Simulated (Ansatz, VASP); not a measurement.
Two plane-wave programs on BP

POSCAR

```
BP
1.0
    0.0000000000      2.2683156780      2.2683156780
    2.2683156780      0.0000000000      2.2683156780
    2.2683156780      2.2683156780      0.0000000000
B P
1 1
Direct
    0.0000000000      0.0000000000      0.0000000000
    0.2500000000      0.2500000000      0.2500000000
```

The input INCAR.step1:

```
  ALGO = Normal
  EDIFF = 1E-5
  ENCUT = 520
  GGA = PE
  ISIF = 2
  ISMEAR = 0
  LASPH = True
  LCHARG = False
  LREAL = False
  LWAVE = True
  NBANDS = 11
  NELM = 100
  PREC = Accurate
  SIGMA = 0.01
```

Contents of INCAR.step2:

```
  ALGO = Normal
  EDIFF = 1E-6
  ENCUT = 520
  GGA = PE
  HFSCREEN = 0.2079
  ISIF = 2
  ISMEAR = 0
  ISTART = 1
  LASPH = True
  LCHARG = False
  LHFCALC = True
  LREAL = False
  LWAVE = False
  NBANDS = 11
  NELM = 100
  PREC = Accurate
  PRECFOCK = Normal
  SIGMA = 0.01
```

KPOINTS

```
k-points
0
Gamma
  6 6 6
```

Input for Ansatz:

```yaml
crystal:
  lattice:
    - [0.0, 2.268315678, 2.268315678]
    - [2.268315678, 0.0, 2.268315678]
    - [2.268315678, 2.268315678, 0.0]
  atoms:
    - { symbol: B, position: [0.0, 0.0, 0.0] }
    - { symbol: P, position: [0.25, 0.25, 0.25] }
kpoints:
  mp_grid: { grid: [6, 6, 6] }
  band_path:
    path:
      - [0.0, 0.0, 0.0]
      - [-0.5, -0.5, 0.0]
      - [-0.375, -0.375, 0.25]
      - [-0.375, 0.0, 0.375]
      - [0.0, 0.0, 0.5]
      - [-0.5, -0.25, 0.25]
      - [0.0, 0.414062, 0.414062]
    npoints: 1
hamiltonian:
  xc: hse06
scf:
  occupations: { method: fixed }
  n_extra_bands: 4
output:
  forces: true
  stress: true
  eigenvalues: true
  write_density: true
  write_potential: true
  elf: true
  volumetric_format: npy
```

Alike in both runs: task single point; functional HSE06; k mesh 6 × 6 × 6; no spin polarisation.

```csv
,VASP,Ansatz
version,VASP 6.6.1,Ansatz 0.2.0
potentials or method,"VASP PAW PBE potentials, release 64 (B, P)","plane waves, PAW"
plane-wave cutoff (eV),520,420
occupations,"gaussian, width 0.01 eV",fixed
valence electrons in the cell,8,8
```

VASP gave:

- gap on the k mesh at the Fermi level (eV): 2.06
- pressure (GPa): -1.9

**Question.** What did Ansatz give for the same quantities?

**Answer.** gap on the k mesh at the Fermi level (eV): 2.06; pressure (GPa): -1.3.

Ansatz's warnings: stress exchange threshold loose, stress scf threshold loose.
